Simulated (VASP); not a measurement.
**Fe: single point with PBE**

Crystal: Fe.

```
Fe
1.0
    -1.44853    1.44853    1.44853
     1.44853   -1.44853    1.44853
     1.44853    1.44853   -1.44853
Fe
1
Direct
  0.00000 0.00000 0.00000
```

```yaml
Program: VASP 6.6.1
Task: single point
Functional: PBE
Potentials_or_basis: VASP PAW PBE potentials, release 64 (Fe)
Cutoff: 520 eV
k_mesh: 20 × 20 × 20
Occupations: fermi-dirac, width 0.05 eV
Spin: collinear spin, ferromagnetic start
Starting_moments: "[3.0] μB"
Dipole_correction: no
Further_INCAR_settings: ALGO = Normal; EDIFF = 1e-06; NBANDS = 14
```

```
Pressure                                              : -10.8 GPa
Net moment                                            : 2.31 μB per cell
Site moments                                          : Fe +2.32 μB
Valence electrons inside the program's atomic spheres : Fe 7.14
```

Levels at points of the mesh, in eV from the Fermi level:
Spin up:
```tsv
k point	band 1	band 2	band 3	band 4	band 5	band 6	band 7	band 8	band 9	band 10
(0.00, 0.00, 0.00)	-8.00	-2.16	-2.16	-2.16	-1.06	-1.06	24.40	24.40	24.40	29.06
(0.50, 0.00, 0.00)	-4.54	-3.13	-1.01	-0.90	0.26	0.59	6.79	17.83	19.21	22.54
(0.50, 0.50, 0.50)	-4.43	-4.43	0.02	0.02	0.02	9.51	9.51	9.51	15.01	15.01
```
Spin down:
```csv
k point,band 1,band 2,band 3,band 4,band 5,band 6,band 7,band 8
"(0.00, 0.00, 0.00)",-7.85,-0.12,-0.12,-0.12,1.77,1.77,24.11,24.11
"(0.50, 0.00, 0.00)",-3.20,-1.29,0.66,1.63,2.00,2.62,8.22,17.86
"(0.50, 0.50, 0.50)",-2.54,-2.54,2.35,2.35,2.35,9.77,9.77,9.77
```

Wall time 36 s on 1 thread of AMD EPYC 9R45 96-Core Processor (Zen 5), with other jobs on the host, peak memory 0.16 GiB.

Caveat: the cell stands under tension.
